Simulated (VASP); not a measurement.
# Zr (P6_3/mmc) in VASP: a series of runs

The runs below take Zr through single point, relaxation of cell and atoms, with LDA, PBE, PBEsol+D3(BJ), PBEsol.

Everything below comes from runs of VASP 6.6.1. Logs are shortened: lines on timing, memory, paths and dates and some standing lists are left out, and cuts for length are marked.

**1. The cell of the first run**

It takes space group P6_3/mmc (No. 194, hexagonal). Conventional cell: a = 3.232 Å, b = 3.232 Å, c = 5.147 Å, α = 90.00°, β = 90.00°, γ = 120.00°. Zr (site symmetry -6m2) has 12 Zr at 3.18 to 3.23 Å within 4.2 Å.

**2. Single point, LDA**

INCAR

```
SYSTEM = Zr
PREC     = Accurate       ! precision mode
ENCUT    = 520            ! plane-wave cutoff, eV
EDIFF    = 1E-7           ! SCF threshold, eV
ISMEAR   = -1             ! smearing method
SIGMA    = 0.05           ! smearing width, eV
LREAL    = .FALSE.        ! projectors in reciprocal space
LASPH    = .TRUE.         ! aspherical terms in the spheres
NELM     = 100            ! most SCF steps
ALGO     = Fast           ! electronic algorithm
ISIF     = 2              ! what is computed and relaxed
LWAVE    = .FALSE.        ! write WAVECAR
LCHARG   = .FALSE.        ! write CHGCAR
GGA      = CA             ! functional
NBANDS   = 19             ! bands
```

KPOINTS

```
regular mesh
0
G
  9 9 5
  0 0 0
```

POSCAR

```
Zr
1.0
    3.2320000000      0.0000000000      0.0000000000
   -1.6160000000      2.7989941050      0.0000000000
    0.0000000000      0.0000000000      5.1470000000
Zr
2
Direct
    0.6666666667      0.3333333333      0.7500000000
    0.3333333333      0.6666666667      0.2500000000
```

Potentials or basis: VASP PAW LDA potentials, release 64 (Zr_sv).

The run is started by

```bash
$ cat potpaw_LDA.64/Zr_sv/POTCAR > POTCAR
$ mpirun -np 1 vasp_std > vasp.out
```

OUTCAR:

```text
SYSTEM = Zr
   PREC = Accurate
   ENCUT = 520
   EDIFF = 1E-7
   ISMEAR = -1
   LREAL = .FALSE.
   LASPH = .TRUE.
   NELM = 100
   ISIF = 2
   GGA = CA

 ion  position               nearest neighbor table
   1  0.667  0.333  0.750-   2 3.18   2 3.18   2 3.18   2 3.18   2 3.18   2 3.18
   2  0.333  0.667  0.250-   1 3.18   1 3.18   1 3.18   1 3.18   1 3.18   1 3.18

  LATTYP: Found a hexagonal cell.
 ALAT       =     3.2320000000
 C/A-ratio  =     1.5925123762

  Lattice vectors:

 A1 = (   3.2320000000,   0.0000000000,   0.0000000000)
 A2 = (  -1.6160000000,   2.7989941050,   0.0000000000)
 A3 = (   0.0000000000,   0.0000000000,   5.1470000000)

Analysis of symmetry for initial positions (statically):
=====================================================================
 Subroutine PRICEL returns:
 Original cell was already a primitive cell.

 Routine SETGRP: Setting up the symmetry group for a
 hexagonal supercell.

 Subroutine GETGRP returns: Found 24 space group operations
 (whereof 12 operations were pure point group operations)
 out of a pool of 24 trial point group operations.

The static configuration has the point symmetry D_3d.
 The point group associated with its full space group is D_6h.

Analysis of symmetry for dynamics (positions and initial velocities):
=====================================================================
 Subroutine PRICEL returns:
 Original cell was already a primitive cell.

 Routine SETGRP: Setting up the symmetry group for a
 hexagonal supercell.

 Subroutine GETGRP returns: Found 24 space group operations
 (whereof 12 operations were pure point group operations)
 out of a pool of 24 trial point group operations.

The dynamic configuration has the point symmetry D_3d.
 The point group associated with its full space group is D_6h.

 Subroutine INISYM returns: Found 24 space group operations
 (whereof 12 operations are pure point group operations),
 and found     1 'primitive' translations

----------------------------------------------------------------------------------------

                                     Primitive cell

  volume of cell :      46.5616

  direct lattice vectors                    reciprocal lattice vectors
     3.232000000  0.000000000  0.000000000     0.309405941  0.178635603  0.000000000
[... 76 lines left out ...]
 SYSTEM =  Zr
   PREC   = accura    normal or accurate (medium, high low for compatibility)
   ISTART =      0    job   : 0-new  1-cont  2-samecut
   ICHARG =      2    charge: 1-file 2-atom 10-const
   ISPIN  =      1    spin polarized calculation?
   LNONCOLLINEAR =      F non collinear calculations
   LSORBIT =      F    spin-orbit coupling
   LASPH  =      T    aspherical Exc in radial PAW
   ENCUT  =  520.0 eV  38.22 Ry    6.18 a.u.   6.01  6.01  9.57*2*pi/ulx,y,z
   NELM   =    100;   NELMIN=  2; NELMDL= -5     # of ELM steps
   EDIFF  = 0.1E-06   stopping-criterion for ELM
   LREAL  =      F    real-space projection
   EDIFFG = 0.1E-05   stopping-criterion for IOM
   NSW    =      0    number of steps for IOM
   IBRION =     -1    ionic relax: 0-MD 1-quasi-New 2-CG
   NFREE  =      0    steps in history (QN), initial steepest desc. (CG)
   ISIF   =      2    stress and relaxation
   ISYM   =      2    0-nonsym 1-usesym 2-fastsym
   POTIM  = 0.5000    time-step for ionic-motion
   TEBEG  =    0.0;   TEEND  =   0.0 temperature during run
   PSTRESS=    0.0 pullay stress
   NELECT =      24.0000    total number of electrons
   NUPDOWN=      -1.0000    fix difference up-down
   EMIN   =  10.00;   EMAX   =-10.00  energy-range for DOS
   EFERMI =   0.00;   METHOD = LEGACY
   ISMEAR =    -1;   SIGMA  =   0.05  broadening in eV -4-tet -1-fermi 0-gaus
   EFERMI_NEDOS =   21; number of points for ismear=-14 and -15
   IALGO  =     68    algorithm
   IMIX   =      4    mixing-type and parameters
     AMIX     =   0.40;   BMIX     =  1.00
     AMIX_MAG =   1.60;   BMIX_MAG =  1.00
  volume/ion in A,a.u.               =      23.28       157.11
  Fermi-wavevector in a.u.,A,eV,Ry     =   1.312611  2.480475 23.442130  1.722948
  Thomas-Fermi vector in A             =   2.442991
   LORBIT       =      0    0 simple, 1 ext, 2 COOP (PROOUT), +10 PAW based schemes
   GGA     = CA    functional components
   LHFCALC =     F    Hartree Fock is set to
   AEXX    =    0.0000 exact exchange contribution
   IVDW    =     0    specifies the selected vdW correction
   LEPSILON=     F    determine dielectric tensor
   LRPA    =     F    only Hartree local field effects (RPA)
 non-spin polarized calculation
 RMM-DIIS sequential band-by-band and
  energy-cutoff  :      520.00
  volume of cell :       46.56
 maximum number of plane-waves:      1284
   NGX = 13   NGY = 13   NGZ = 19

 number of electron      24.0000000 magnetization

 Free energy of the ion-electron system (eV)
  ---------------------------------------------------
  ext. energy  EPLUGINS =         0.00000000
  ---------------------------------------------------
  free energy    TOTEN  =       -18.53929109 eV

  energy without entropy =      -18.52157465  energy(sigma->0) =      -18.53043287

 E-fermi :   8.8020     XC(G=0): -11.2952

 val. band max:        8.7963719590   @ k =   0.1111   0.0000   0.2000
 cond. band min:       8.8064088898   @ k =   0.3333   0.3333   0.4000
 fundamental gap:      0.0100369308
 Fermi energy:         8.8019743701

 k-point     1 :       0.0000    0.0000    0.0000
  band No.  band energies     occupation
      1     -39.7693      2.00000
      2     -39.6106      2.00000
      3     -18.4475      2.00000
      4     -17.5623      2.00000
      5     -17.5623      2.00000
      6     -17.4217      2.00000
[... 505 lines left out ...]
      6     -17.8389      2.00000
[... 11 lines left out ...]
     18      13.1770      0.00000
     19      15.4666      0.00000

 [... further k-points ...]
[... 5 lines left out ...]
  --------------------------------------------------------------------------------------
  -------------------------------------------------------------------------------------
  Total       -1.8321200     -1.8321200     -1.5725267      0.0000000     -0.0000000      0.0000000
  in kB      -63.0430189    -63.0430189    -54.1104458      0.0000000     -0.0000000      0.0000000
  external PRESSURE =     -60.0654945 kB  Pullay stress =       0.0000000 kB

 VOLUME and BASIS-vectors are now :
 -----------------------------------------------------------------------------
  energy-cutoff  :      520.00
  volume of cell :       46.56
      direct lattice vectors                 reciprocal lattice vectors
     3.232000000  0.000000000  0.000000000     0.309405941  0.178635603  0.000000000
    -1.616000000  2.798994105  0.000000000     0.000000000  0.357271206  0.000000000
     0.000000000  0.000000000  5.147000000     0.000000000  0.000000000  0.194287935

 POSITION                                       TOTAL-FORCE (eV/Angst)
 -----------------------------------------------------------------------------------
      1.61600      0.93300      3.86025        -0.000000     -0.000000      0.000000
     -0.00000      1.86600      1.28675         0.000000      0.000000      0.000000
 -----------------------------------------------------------------------------------
    total drift:                               -0.000000      0.000000     -0.000000

  FREE ENERGIE OF THE ION-ELECTRON SYSTEM (eV)
  ---------------------------------------------------
  free  energy   TOTEN  =       -18.5392910936 eV

  energy  without entropy=      -18.5215746487  energy(sigma->0) =      -18.53043287
```

OSZICAR:

```text
N       E                     dE             d eps       ncg     rms          rms(c)
DAV:   1     0.216403384986E+03    0.21640E+03   -0.13169E+04  1368   0.125E+03
DAV:   2    -0.233127103138E+01   -0.21873E+03   -0.21458E+03  1560   0.368E+02
DAV:   3    -0.188717620491E+02   -0.16540E+02   -0.16336E+02  2475   0.722E+01
[... 18 lines left out ...]
RMM:  22    -0.185392887075E+02   -0.62778E-06   -0.28536E-06  1707   0.738E-03    0.679E-02
RMM:  23    -0.185392918474E+02   -0.31399E-05   -0.49030E-06  2268   0.208E-02    0.524E-02
RMM:  24    -0.185392910786E+02    0.76882E-06   -0.14947E-05  2577   0.347E-02    0.266E-02
RMM:  25    -0.185392911977E+02   -0.11914E-06   -0.99853E-06  2548   0.282E-02    0.780E-03
RMM:  26    -0.185392910992E+02    0.98521E-07   -0.22052E-06  2121   0.118E-02    0.689E-03
RMM:  27    -0.185392910936E+02    0.55679E-08   -0.56636E-07  1665   0.535E-03
   1 F= -.18539291E+02 E0= -.18530433E+02  d E =-.177164E-01
```

Wall time 68 s (1 thread of Intel Xeon 8259CL, shared host); peak memory 0.15 GiB.

What came out:

* Free energy: -18.5393 eV
* Pressure: -6.0 GPa
* Band gap on the k mesh: zero (bands 12 and 13 overlap by 1.07 eV)

Caveat: the cell stands under tension.

**3. Single point, PBE**

INCAR

```
PREC = Accurate
ENCUT = 520
EDIFF = 1E-6
ISMEAR = 0
SIGMA = 0.024
LREAL = False
LASPH = True
NELM = 100
ALGO = Fast
ISIF = 2
LWAVE = False
LCHARG = False
GGA = PE
NBANDS = 19
```

KPOINTS

```
Automatic mesh
0
Gamma
  9 9 5
```

POSCAR is that of step 2.

Potentials or basis: VASP PAW PBE potentials, release 64 (Zr_sv).

The run is started by

```bash
$ cat potpaw_PBE.64/Zr_sv/POTCAR > POTCAR
$ mpirun -np 1 vasp_std > vasp.out
```

Wall time 64 s (1 thread of Intel Xeon 8259CL, shared host); peak memory 0.17 GiB.

It converged, with:

```
Free energy            : -17.0445 eV
Pressure               : 0.6 GPa
Band gap on the k mesh : zero (bands 12 and 13 overlap by 1.12 eV)
```

Stress tensor (GPa, compression positive):
```
0.23 0.00 0.00
0.00 0.23 0.00
0.00 0.00 1.32
```

Levels at points of the mesh, in eV from the Fermi level:
| k point | band 8 | band 9 | band 10 | band 11 | band 12 | band 13 | band 14 | band 15 | band 16 | band 17 |
| --- | --- | --- | --- | --- | --- | --- | --- | --- | --- | --- |
| (0.00, 0.00, 0.00) | -26.39 | -5.70 | -3.07 | 0.82 | 0.82 | 0.97 | 1.13 | 1.51 | 1.51 | 2.09 |

**4. Relaxation of cell and atoms, PBEsol+D3(BJ)**

INCAR

```
SYSTEM = Zr
PREC = Accurate
ENCUT = 600
EDIFF = 1E-6
ISMEAR = -1
SIGMA = 0.05
LREAL = .FALSE.
LASPH = .TRUE.
NELM = 80
ALGO = Normal
ISIF = 3
LWAVE = .FALSE.
LCHARG = .FALSE.
GGA = PS
IVDW = 12
IBRION = 2
NSW = 80
EDIFFG = -0.01
```

KPOINTS

```
Automatic mesh
0
G
  9 9 5
  0 0 0
```

POSCAR is that of step 3.

The run is started by

```bash
$ cat potpaw_PBE.64/Zr_sv/POTCAR > POTCAR
$ mpirun -np 1 vasp_std > vasp.out
```

It took 3.4 min on 1 thread of Intel Xeon 8259CL, shared host; peak memory 0.21 GiB.

It converged, with:

```yaml
Free_energy: -19.3964 eV
Relaxed_volume: 21.50 Å³/atom
Relaxed_cell: a = 3.131 Å, b = 3.131 Å, c = 5.064 Å, α = 90.00°, β = 90.00°, γ = 120.00°
Space_group_after_relaxing_to_0.1_Å: P6_3/mmc (No. 194)
Energy_gained_by_relaxing: 42.8 meV/atom
Ionic_steps: 6
Pressure_after_relaxing: 0.0 GPa
Band_gap_on_the_k_mesh: zero (bands 12 and 13 overlap by 1.12 eV)
Dispersion_energy_per_atom: -0.624 eV
```

Step by step:
```csv
step,energy change (eV),largest force (eV/Å),pressure (GPa),volume (Å³)
1,0.0000,0.0000,-7.25,46.56
2,0.0031,0.0000,9.14,39.82
3,-0.0842,0.0000,-0.07,43.09
4,-0.0842,0.0000,0.09,43.03
5,-0.0854,0.0000,0.06,43.01
6,-0.0857,0.0000,0.04,43.01
```

Final structure:
```
Zr
1.0
     3.13142    0.00000    0.00000
    -1.56571    2.71189    0.00000
     0.00000    0.00000    5.06424
Zr
2
Direct
  0.66667 0.33333 0.75000
  0.33333 0.66667 0.25000
```

Levels at points of the mesh, in eV from the Fermi level:
```csv
k point,band 8,band 9,band 10,band 11,band 12,band 13,band 14,band 15,band 16
"(0.00, 0.00, 0.00)",-25.99,-5.80,-3.26,0.90,0.90,0.90,1.39,1.63,1.63
```

Caveat: the PAW data sets were made with another functional, which shifts forces and pressure a little.

(Part 1 of 2 ends here.)

The gap in the log of VASP goes by the Fermi energy; the results here count the filled bands.